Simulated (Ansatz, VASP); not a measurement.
**Ga in VASP and in Ansatz**

```
Ga
1.0
     1.42964   -4.10809    0.00000
     1.42964    4.10809    0.00000
     0.00000    0.00000    3.09151
Ga
2
Direct
  0.87930 0.12070 0.25000
  0.12070 0.87930 0.75000
```

Alike in both runs: task single point; functional r2SCAN; k mesh 16 × 16 × 14; occupations gaussian, width 0.1 eV; no spin polarisation.

|  | VASP | Ansatz |
| --- | --- | --- |
| version | VASP 6.6.1 | Ansatz 0.2.0 |
| potentials or method | VASP PAW PBE potentials, release 64 (Ga_d), cutoff 520 eV | scalar-relativistic, plane waves, PAW |
| valence electrons in the cell | 26 | 26 |

```csv
,VASP,Ansatz,Ansatz less VASP
gap on the k mesh at the Fermi level (eV),none,none,-
pressure (GPa),1.9,1.8,-0.11
"traceless stress, the component that is largest in VASP (GPa)",-5.63,-5.61,+0.022
rms of the force components (eV/Å),0.735,0.731,-0.0037
```

VASP's potentials were made for PBE, not for r2SCAN. Atom by atom the forces differ by 0.004 eV/Å (rms over components). A gap of «none» marks a metal or a gap that the smearing closes.
